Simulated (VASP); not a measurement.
The system is Ni.

```xyz
1
Lattice="0.0000 1.7331 1.7331 1.7331 0.0000 1.7331 1.7331 1.7331 0.0000" Properties=species:S:1:pos:R:3 pbc="T T T"
Ni    0.0000    0.0000    0.0000
```

Base run:

```yaml
Program: VASP 6.6.1
Functional: r2SCAN
Potentials_or_basis: VASP PAW PBE potentials, release 64 (Ni)
Cutoff: 520 eV
k_mesh: 15 × 15 × 15
Occupations: fermi-dirac, width 0.2 eV
Spin: no spin polarisation
```

Its results: band gap on the k mesh zero (band 5 reaches 9.78 eV, above the bottom of band 6 at 8.68 eV); pressure 1.9 GPa.

Problem. The run is repeated on the same cell with these changes: occupations from fermi-dirac, width 0.2 eV to fermi-dirac, width 0.03 eV. What comes out?

Solution. Band gap on the k mesh zero (band 5 reaches 9.79 eV, above the bottom of band 6 at 8.68 eV); pressure 0.0 GPa.

Caveats: the PAW data sets were made with another functional, which shifts forces and pressure a little; the run has no spin polarisation, though such a crystal can be magnetic.
